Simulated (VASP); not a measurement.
# ZnO (P6_3mc) in VASP: notebook

The runs below take ZnO through single point, relaxation of cell and atoms, with PBEsol.

Everything below comes from runs of VASP 6.6.1. Logs are shortened: lines on timing, memory, paths and dates and some standing lists are left out, and cuts for length are marked.

**What was measured.**

“Electronic structure of alkaline earth and post-transition metal oxides”, 2009, arxiv:0908.1581 quotes, for a bulk crystal of ZnO: band gap 3.37 eV.

How close the calculation comes is told below.

## (1) The cell of the first run

It takes space group P6_3mc (No. 186, hexagonal). Conventional cell: a = 3.230 Å, b = 3.230 Å, c = 5.214 Å, α = 90.00°, β = 90.00°, γ = 120.00°. Zn (site symmetry 3m) has 4 O at 1.97 to 1.98 Å within 2.6 Å. O (site symmetry 3m) has 4 Zn at 1.97 to 1.98 Å within 2.6 Å.

## (2) Single point, PBEsol

The input, INCAR:

```
PREC = Accurate
ENCUT = 520
EDIFF = 1E-6
ISMEAR = 0
SIGMA = 0.01
LREAL = False
LASPH = True
NELM = 60
ALGO = Normal
ISIF = 2
LWAVE = False
LCHARG = False
GGA = PS
NBANDS = 26
```

The input, KPOINTS:

```
regular mesh
0
Gamma
  8 8 4
```

The input, POSCAR:

```
ZnO
1.0
    3.2300695972      0.0000000000      0.0000000000
   -1.6150347986      2.7973223271      0.0000000000
    0.0000000000      0.0000000000      5.2141134371
Zn O
2 2
Direct
    0.3333333333      0.6666666667      0.5000305594
    0.6666666667      0.3333333333      0.0000305594
    0.6666666667      0.3333333333      0.3789794406
    0.3333333333      0.6666666667      0.8789794406
```

Potentials or basis: VASP PAW PBE potentials, release 64 (Zn, O).

Run with:

```bash
$ cat potpaw_PBE.64/Zn/POTCAR potpaw_PBE.64/O/POTCAR > POTCAR
$ mpirun -np 1 vasp_std > vasp.out
```

OUTCAR:

```text
PREC = Accurate
   ENCUT = 520
   EDIFF = 1E-6
   ISMEAR = 0
   LREAL = False
   LASPH = True
   NELM = 60
   ISIF = 2
   GGA = PS

 ion  position               nearest neighbor table
   1  0.333  0.667  0.500-   3 1.97   3 1.97   3 1.97   4 1.98
   2  0.667  0.333  0.000-   4 1.97   4 1.97   4 1.97   3 1.98
   3  0.667  0.333  0.379-   1 1.97   1 1.97   1 1.97   2 1.98
   4  0.333  0.667  0.879-   2 1.97   2 1.97   2 1.97   1 1.98

  LATTYP: Found a hexagonal cell.
 ALAT       =     3.2300695972
 C/A-ratio  =     1.6142418236

  Lattice vectors:

 A1 = (   3.2300695972,   0.0000000000,   0.0000000000)
 A2 = (  -1.6150347986,   2.7973223271,   0.0000000000)
 A3 = (   0.0000000000,   0.0000000000,   5.2141134371)

Analysis of symmetry for initial positions (statically):
=====================================================================
 Subroutine PRICEL returns:
 Original cell was already a primitive cell.

 Routine SETGRP: Setting up the symmetry group for a
 hexagonal supercell.

 Subroutine GETGRP returns: Found 12 space group operations
 (whereof  6 operations were pure point group operations)
 out of a pool of 24 trial point group operations.

The static configuration has the point symmetry C_3v.
 The point group associated with its full space group is C_6v.

Analysis of symmetry for dynamics (positions and initial velocities):
=====================================================================
 Subroutine PRICEL returns:
 Original cell was already a primitive cell.

 Routine SETGRP: Setting up the symmetry group for a
 hexagonal supercell.

 Subroutine GETGRP returns: Found 12 space group operations
 (whereof  6 operations were pure point group operations)
 out of a pool of 24 trial point group operations.

The dynamic configuration has the point symmetry C_3v.
 The point group associated with its full space group is C_6v.

 Subroutine INISYM returns: Found 12 space group operations
 (whereof  6 operations are pure point group operations),
 and found     1 'primitive' translations

----------------------------------------------------------------------------------------

                                     Primitive cell

  volume of cell :      47.1124
[... 82 lines left out ...]
   NGXF,Y,Z  is equivalent  to a cutoff of  24.70, 24.70, 25.51 a.u.
 SYSTEM =  unknown system
   PREC   = accura    normal or accurate (medium, high low for compatibility)
   ISTART =      0    job   : 0-new  1-cont  2-samecut
   ICHARG =      2    charge: 1-file 2-atom 10-const
   ISPIN  =      1    spin polarized calculation?
   LNONCOLLINEAR =      F non collinear calculations
   LSORBIT =      F    spin-orbit coupling
   LASPH  =      T    aspherical Exc in radial PAW
   ENCUT  =  520.0 eV  38.22 Ry    6.18 a.u.   6.01  6.01  9.69*2*pi/ulx,y,z
   NELM   =     60;   NELMIN=  2; NELMDL= -5     # of ELM steps
   EDIFF  = 0.1E-05   stopping-criterion for ELM
   LREAL  =      F    real-space projection
   EDIFFG = 0.1E-04   stopping-criterion for IOM
   NSW    =      0    number of steps for IOM
   IBRION =     -1    ionic relax: 0-MD 1-quasi-New 2-CG
   NFREE  =      0    steps in history (QN), initial steepest desc. (CG)
   ISIF   =      2    stress and relaxation
   ISYM   =      2    0-nonsym 1-usesym 2-fastsym
   POTIM  = 0.5000    time-step for ionic-motion
   TEBEG  =    0.0;   TEEND  =   0.0 temperature during run
   PSTRESS=    0.0 pullay stress
   NELECT =      36.0000    total number of electrons
   NUPDOWN=      -1.0000    fix difference up-down
   EMIN   =  10.00;   EMAX   =-10.00  energy-range for DOS
   EFERMI =   0.00;   METHOD = LEGACY
   ISMEAR =     0;   SIGMA  =   0.01  broadening in eV -4-tet -1-fermi 0-gaus
   EFERMI_NEDOS =   21; number of points for ismear=-14 and -15
   IALGO  =     38    algorithm
   IMIX   =      4    mixing-type and parameters
     AMIX     =   0.40;   BMIX     =  1.00
     AMIX_MAG =   1.60;   BMIX_MAG =  1.00
  volume/ion in A,a.u.               =      11.78        79.48
  Fermi-wavevector in a.u.,A,eV,Ry     =   1.496686  2.828327 30.477991  2.240069
  Thomas-Fermi vector in A             =   2.608671
   LORBIT       =      0    0 simple, 1 ext, 2 COOP (PROOUT), +10 PAW based schemes
   GGA     = PS    functional components
   LHFCALC =     F    Hartree Fock is set to
   AEXX    =    0.0000 exact exchange contribution
   IVDW    =     0    specifies the selected vdW correction
   LEPSILON=     F    determine dielectric tensor
   LRPA    =     F    only Hartree local field effects (RPA)
 non-spin polarized calculation
 Gauss-broadening in eV      SIGMA  =   0.01
  energy-cutoff  :      520.00
  volume of cell :       47.11
 maximum number of plane-waves:      1286
   NGX = 13   NGY = 13   NGZ = 19

 number of electron      36.0000013 magnetization

 Free energy of the ion-electron system (eV)
  ---------------------------------------------------
  ext. energy  EPLUGINS =         0.00000000
  ---------------------------------------------------
  free energy    TOTEN  =       -19.40986920 eV

  energy without entropy =      -19.40986920  energy(sigma->0) =      -19.40986920

 E-fermi :   1.2026     XC(G=0): -11.2412

 val. band max:        1.1491779145   @ k =   0.0000   0.0000   0.0000
 cond. band min:       1.8381670564   @ k =   0.0000   0.0000   0.0000
 fundamental gap:      0.6889891419
 Fermi energy:         1.2026352984

 k-point     1 :       0.0000    0.0000    0.0000
  band No.  band energies     occupation
      1     -16.9814      2.00000
      2     -16.2258      2.00000
      3      -4.6622      2.00000
      4      -4.6204      2.00000
      5      -4.6204      2.00000
      6      -4.5769      2.00000
[... 685 lines left out ...]
     25      14.7687      0.00000
     26      14.7687      0.00000

 [... further k-points ...]
[... 5 lines left out ...]
  --------------------------------------------------------------------------------------
  -------------------------------------------------------------------------------------
  Total        0.2091062      0.2091062      0.2112485      0.0000000      0.0000000      0.0000000
  in kB        7.1111965      7.1111965      7.1840509      0.0000000      0.0000000      0.0000000
  external PRESSURE =       7.1354813 kB  Pullay stress =       0.0000000 kB

 VOLUME and BASIS-vectors are now :
 -----------------------------------------------------------------------------
  energy-cutoff  :      520.00
  volume of cell :       47.11
      direct lattice vectors                 reciprocal lattice vectors
     3.230069597  0.000000000  0.000000000     0.309590852  0.178742362  0.000000000
    -1.615034799  2.797322327  0.000000000     0.000000000  0.357484724  0.000000000
     0.000000000  0.000000000  5.214113437     0.000000000  0.000000000  0.191787158

 POSITION                                       TOTAL-FORCE (eV/Angst)
 -----------------------------------------------------------------------------------
     -0.00000      1.86488      2.60722        -0.000000      0.000000      0.000533
      1.61503      0.93244      0.00016         0.000000      0.000000      0.000533
      1.61503      0.93244      1.97604         0.000000     -0.000000     -0.000533
     -0.00000      1.86488      4.58310        -0.000000      0.000000     -0.000533
 -----------------------------------------------------------------------------------
    total drift:                                0.000000      0.000001     -0.000623

  FREE ENERGIE OF THE ION-ELECTRON SYSTEM (eV)
  ---------------------------------------------------
  free  energy   TOTEN  =       -19.4098692015 eV

  energy  without entropy=      -19.4098692015  energy(sigma->0) =      -19.40986920
```

OSZICAR:

```text
N       E                     dE             d eps       ncg     rms          rms(c)
DAV:   1     0.298559299603E+03    0.29856E+03   -0.18066E+04  1568   0.202E+03
DAV:   2     0.105134727785E+02   -0.28805E+03   -0.26877E+03  1618   0.416E+02
DAV:   3    -0.215651659873E+02   -0.32079E+02   -0.31620E+02  1764   0.140E+02
DAV:   4    -0.222083459445E+02   -0.64318E+00   -0.64179E+00  1726   0.201E+01
DAV:   5    -0.222114402061E+02   -0.30943E-02   -0.30939E-02  1702   0.147E+00    0.143E+01
DAV:   6    -0.192789506963E+02    0.29325E+01   -0.55401E+00  2396   0.602E+01    0.918E+00
DAV:   7    -0.194589574417E+02   -0.18001E+00   -0.26478E+00  1636   0.158E+01    0.548E+00
DAV:   8    -0.194595244176E+02   -0.56698E-03   -0.50939E-01  2292   0.737E+00    0.164E+00
DAV:   9    -0.194076431907E+02    0.51881E-01   -0.96345E-02  2282   0.617E+00    0.349E-01
DAV:  10    -0.194098319845E+02   -0.21888E-02   -0.39162E-02  1590   0.135E+00    0.113E-01
DAV:  11    -0.194098413938E+02   -0.94093E-05   -0.63387E-04  1652   0.232E-01    0.254E-02
DAV:  12    -0.194098694067E+02   -0.28013E-04   -0.25982E-05  1636   0.432E-02    0.175E-02
DAV:  13    -0.194098692015E+02    0.20513E-06   -0.44621E-06  1694   0.465E-02
   1 F= -.19409869E+02 E0= -.19409869E+02  d E =-.170965E-16
```

Run time: 12 s. Hardware: 1 thread of Intel Xeon 6975P-C (Granite Rapids), shared host; peak memory 0.16 GiB.

Results:

```
Free energy            : -19.4099 eV
Pressure               : 0.7 GPa
Band gap on the k mesh : 0.69 eV
```

Caveat: the PAW data sets were made with another functional, which shifts forces and pressure a little.

## (3) Single point, PBEsol

The input, INCAR:

```
SYSTEM = ZnO
PREC = Accurate ; ENCUT = 520
EDIFF = 1E-7 ; ISMEAR = -1
SIGMA = 0.05 ; LREAL = .FALSE.
LASPH = .TRUE. ; NELM = 100
ALGO = Normal ; ISIF = 2
LWAVE = .FALSE. ; LCHARG = .TRUE.
GGA = PS ; LELF = .TRUE.
LVHAR = .TRUE. ; NBANDS = 26
```

The input, KPOINTS:

```
regular mesh
0
G
  10 10 6
  0 0 0
```

POSCAR: that of step 2 with these lines changed.

```diff
@@ -2,3 +2,3 @@
 1.0
-    3.2300695972      0.0000000000      0.0000000000
+    3.2300695971      0.0000000000      0.0000000000
    -1.6150347986      2.7973223271      0.0000000000
```

Potentials or basis: VASP PAW PBE potentials, release 64 (Zn, O).

Run with:

```bash
$ cat potpaw_PBE.64/Zn/POTCAR potpaw_PBE.64/O/POTCAR > POTCAR
$ mpirun -np 1 vasp_std > vasp.out
```

It took 29 s on 1 thread of Intel Xeon 6975P-C (Granite Rapids), shared host; peak memory 0.19 GiB.

Results (log left out):

```yaml
Free_energy: -19.4105 eV
Pressure: 1.0 GPa
Band_gap_on_the_k_mesh: 0.69 eV
```

Levels at points of the mesh, in eV from the valence-band top:
| k point | band 15 | band 16 | band 17 | band 18 | band 19 | band 20 | band 21 | band 22 |
| --- | --- | --- | --- | --- | --- | --- | --- | --- |
| (0.00, 0.00, 0.00) | -0.81 | -0.09 | 0.00 | 0.00 | 0.69 | 5.16 | 8.10 | 12.83 |
| (0.50, 0.00, 0.00) | -2.88 | -2.32 | -1.33 | -0.86 | 5.73 | 6.72 | 7.43 | 8.51 |
| (0.00, 0.00, 0.50) | -0.40 | -0.40 | -0.40 | -0.40 | 3.38 | 3.38 | 9.96 | 9.96 |
| (0.50, 0.00, 0.50) | -1.54 | -1.54 | -1.41 | -1.41 | 5.58 | 5.58 | 8.40 | 8.40 |

Caveat: the PAW data sets were made with another functional, which shifts forces and pressure a little.

## (4) Relaxation of cell and atoms, PBEsol

This run uses another cell than the first one, of 11.90 Å³/atom.

The input, INCAR:

```
SYSTEM = ZnO
ALGO = Normal
EDIFF = 1E-6
EDIFFG = -0.002
ENCUT = 600
GGA = PS
IBRION = 2
ISIF = 3
ISMEAR = -1
LASPH = .TRUE.
LCHARG = .FALSE.
LREAL = .FALSE.
LWAVE = .FALSE.
NELM = 100
NSW = 100
PREC = Accurate
SIGMA = 0.05
```

The input, KPOINTS:

```
k-points
0
G
  10 10 6
  0 0 0
```

The input, POSCAR:

```
ZnO
1.0
    3.2493080000      0.0000000000      0.0000000000
   -1.6246540000      2.8139832727      0.0000000000
    0.0000000000      0.0000000000      5.2057090000
Zn O
2 2
Direct
    0.3333333333      0.6666666667      0.5000000000
    0.6666666667      0.3333333333      0.0000000000
    0.6666666667      0.3333333333      0.3790100000
    0.3333333333      0.6666666667      0.8790100000
```

Run with:

```bash
$ cat potpaw_PBE.64/Zn/POTCAR potpaw_PBE.64/O/POTCAR > POTCAR
$ mpirun -np 1 vasp_std > vasp.out
```

Wall time 3 min (1 thread of Intel Xeon 6975P-C (Granite Rapids), shared host); peak memory 0.22 GiB.

It converged, with:

```
Free energy                           : -19.4158 eV
Relaxed volume                        : 11.85 Å³/atom
Relaxed cell                          : a = 3.236 Å, b = 3.236 Å, c = 5.225 Å, α = 90.00°, β = 90.00°, γ = 120.00°
Space group after relaxing (to 0.1 Å) : P6_3mc (No. 186)
Energy gained by relaxing             : 0.4 meV/atom
Ionic steps                           : 11
Pressure after relaxing               : 0.0 GPa
Band gap on the k mesh                : 0.68 eV
```

Step by step:
| step | energy change (eV) | largest force (eV/Å) | pressure (GPa) | volume (Å³) |
| --- | --- | --- | --- | --- |
| 1 | 0.0000 | 0.0650 | -0.67 | 47.60 |
| 2 | -0.0014 | 0.0327 | 0.42 | 47.26 |
| 3 | -0.0016 | 0.0060 | 0.06 | 47.35 |
| 4 | -0.0016 | 0.0083 | 0.10 | 47.34 |
| 5 | -0.0017 | 0.0123 | 0.03 | 47.38 |
| 6 | -0.0017 | 0.0157 | -0.07 | 47.41 |
| 7 | -0.0017 | 0.0097 | -0.08 | 47.41 |
| 8 | -0.0017 | 0.0008 | -0.11 | 47.41 |
| 9 | -0.0017 | 0.0020 | 0.02 | 47.35 |
| 10 | -0.0017 | 0.0021 | 0.04 | 47.38 |
| 11 | -0.0017 | 0.0012 | -0.01 | 47.39 |

Final structure:
```cif
data_structure
_symmetry_space_group_name_H-M 'P 1'
_symmetry_Int_Tables_number 1
_cell_length_a 3.2361
_cell_length_b 3.2361
_cell_length_c 5.2251
_cell_angle_alpha 90.000
_cell_angle_beta 90.000
_cell_angle_gamma 120.000
_cell_volume 47.39
loop_
_atom_site_label
_atom_site_type_symbol
_atom_site_fract_x
_atom_site_fract_y
_atom_site_fract_z
_atom_site_occupancy
Zn1 Zn 0.33333 0.66667 0.50009 1
Zn2 Zn 0.66667 0.33333 0.00009 1
O1 O 0.66667 0.33333 0.37892 1
O2 O 0.33333 0.66667 0.87892 1
```

Levels at points of the mesh, in eV from the valence-band top:
| k point | band 15 | band 16 | band 17 | band 18 | band 19 | band 20 | band 21 | band 22 |
| --- | --- | --- | --- | --- | --- | --- | --- | --- |
| (0.00, 0.00, 0.00) | -0.81 | -0.09 | 0.00 | 0.00 | 0.68 | 5.14 | 8.08 | 12.81 |
| (0.50, 0.00, 0.00) | -2.87 | -2.30 | -1.32 | -0.85 | 5.70 | 6.72 | 7.42 | 8.47 |
| (0.00, 0.00, 0.50) | -0.40 | -0.40 | -0.40 | -0.40 | 3.37 | 3.37 | 9.94 | 9.94 |
| (0.50, 0.00, 0.50) | -1.53 | -1.53 | -1.40 | -1.40 | 5.57 | 5.57 | 8.37 | 8.37 |

Caveat: the PAW data sets were made with another functional, which shifts forces and pressure a little.

## (5) Single point, PBEsol, non-collinear spin, zero start, spin-orbit coupling

The input, INCAR:

```
  PREC = Accurate
  ENCUT = 520
  EDIFF = 1E-6
  ISMEAR = 0
  SIGMA = 0.01
  LREAL = F
  LASPH = T
  NELM = 150
  ALGO = Normal
  ISIF = 2
  LWAVE = F
  LCHARG = F
  LNONCOLLINEAR = T
  MAGMOM = 0 0 0 0 0 0 0 0 0 0 0 0
  LORBIT = 11
  LSORBIT = T
  GGA_COMPAT = F
  LORBMOM = T
  GGA = PS
  NBANDS = 50
```

The input, KPOINTS:

```
Automatic mesh
0
Gamma
  8 8 4
```

The input, POSCAR:

```
ZnO
1.0
    3.2300695972      0.0000000000      0.0000000000
   -1.6150347986      2.7973223271      0.0000000000
    0.0000000000      0.0000000000      5.2141134371
Zn O
2 2
Direct
    0.3333333333      0.6666666667      0.5000305594
    0.6666666667      0.3333333333      0.0000305594
    0.6666666667      0.3333333333      0.3789794406
    0.3333333333      0.6666666667      0.8789794406
```

Run with:

```bash
$ cat potpaw_PBE.64/Zn/POTCAR potpaw_PBE.64/O/POTCAR > POTCAR
$ mpirun -np 1 vasp_ncl > vasp.out
```

Run time: 1.7 min. Hardware: 1 thread of Intel Xeon 6975P-C (Granite Rapids), shared host; peak memory 0.32 GiB.

It converged, with:

| Quantity | Value |
| --- | --- |
| Free energy | -19.4178 eV |
| Pressure | 1.0 GPa |
| Net moment | 0.00 μB per cell |
| Valence electrons inside the program's atomic spheres | Zn 10.88; O 4.99 |

Moments on the atoms (μB; x, y, z):
```
Zn  0.00 0.00 0.00
Zn  0.00 0.00 0.00
O   0.00 0.00 0.00
O   0.00 0.00 0.00
```

Caveat: the PAW data sets were made with another functional, which shifts forces and pressure a little.

## (6) Overview

| task | spin | cell | k mesh | cutoff (eV) | smearing | gap on the mesh (eV) | pressure (GPa) |
| --- | --- | --- | --- | --- | --- | --- | --- |
| single point | off | a = 3.230, b = 3.230, c = 5.214 Å, angles 90.0, 90.0, 120.0°, 4 atoms | 8 × 8 × 4 | 520 | gaussian 0.01 eV | 0.69 | 0.7 |
| single point | off | a = 3.230, b = 3.230, c = 5.214 Å, angles 90.0, 90.0, 120.0°, 4 atoms | 10 × 10 × 6 | 520 | fermi-dirac 0.05 eV | 0.69 | 1.0 |
| relaxation of cell and atoms | off | relaxed from a = 3.249, b = 3.249, c = 5.206 Å, angles 90.0, 90.0, 120.0°, 4 atoms | 10 × 10 × 6 | 600 | fermi-dirac 0.05 eV | 0.68 | 0.0 |
| single point | non-collinear, zero start, SOC | a = 3.230, b = 3.230, c = 5.214 Å, angles 90.0, 90.0, 120.0°, 4 atoms | 8 × 8 × 4 | 520 | gaussian 0.01 eV | - | 1.0 |

Alike in all rows: level PBEsol; potentials or basis VASP PAW PBE potentials, release 64 (Zn, O).

Caveats: the PAW data sets were made with another functional, which shifts forces and pressure a little.

Absolute energies hang on the potentials; compare differences alone.

## (7) Comparison with measurements

Step 2. Measured gap of ZnO: 3.37 eV (quoted in “Electronic structure of alkaline earth and post-transition metal oxides”, 2009, arxiv:0908.1581). This calculation gives 0.69 eV (-2.68 eV). So large a miss can be the level of theory's own, or it may mean another phase, state or a wrong row. The value is that of PBEsol, without temperature or zero-point motion. Semilocal functionals fall short of measured gaps as a rule.
